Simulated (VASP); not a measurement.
Write the native input for VASP 6.6.1 that does the following.

```yaml
Task: single point
Functional: PBEsol
Dispersion: D3(BJ)
Potentials_or_basis: VASP PAW PBE potentials, release 64 (In_d, Se)
Cutoff: 520 eV
k_mesh: 10 × 10 × 10
Occupations: gaussian, width 0.15 eV
Spin: no spin polarisation
Dipole_correction: no
Further_INCAR_settings: ALGO = Normal; EDIFF = 1e-07; NBANDS = 30
```

The structure of In3Se lies in POSCAR:

```
In3Se
1.0
    4.5878535042      0.0000000000      0.0000000000
    0.0000000000      4.5878535042      0.0000000000
    0.0000000000      0.0000000000      4.5878535042
In Se
3 1
Direct
    0.0000000000      0.5000000000      0.5000000000
    0.5000000000      0.0000000000      0.5000000000
    0.5000000000      0.5000000000      0.0000000000
    0.0653900565      0.0000000000      0.0000000000
```

This cell differs from its parent crystal: atom 4 (Se) moved -0.300 Å towards its neighbour atom 4 (Se) at 4.588 Å.

One way to write it, as run:

INCAR

```
SYSTEM = In3Se
  PREC = Accurate
  ENCUT = 520
  EDIFF = 1E-7
  ISMEAR = 0
  SIGMA = 0.15
  LREAL = .FALSE.
  LASPH = .TRUE.
  NELM = 60
  ALGO = Normal
  ISIF = 2
  LWAVE = .FALSE.
  LCHARG = .TRUE.
  GGA = PS
  IVDW = 12
  LELF = .TRUE.
  LVHAR = .TRUE.
  NBANDS = 30
```

KPOINTS

```
regular mesh
0
G
  10 10 10
  0 0 0
```

Potentials or basis: VASP PAW PBE potentials, release 64 (In_d, Se).

Launch:

```sh
$ cat potpaw_PBE.64/In_d/POTCAR potpaw_PBE.64/Se/POTCAR > POTCAR
$ mpirun -np 1 vasp_std > vasp.out
```

Results of the run:

* Pressure: 0.5 GPa
* Largest force: 0.253 eV/Å
* Band gap on the k mesh: zero (an odd number of electrons rules out a gap without spin polarisation)
* Dispersion energy per atom: -0.370 eV

Caveat: the cell differs from its parent crystal (atom 4 (Se) moved -0.300 Å towards its neighbour atom 4 (Se) at 4.588 Å); the PAW data sets were made with another functional, which shifts forces and pressure a little; spin-orbit coupling is left out, which moves the levels of the heavy elements.

It took 120 s on 1 thread of Intel(R) Xeon(R) 6975P-C (Granite Rapids) (shared host), peak memory 0.43 GiB.
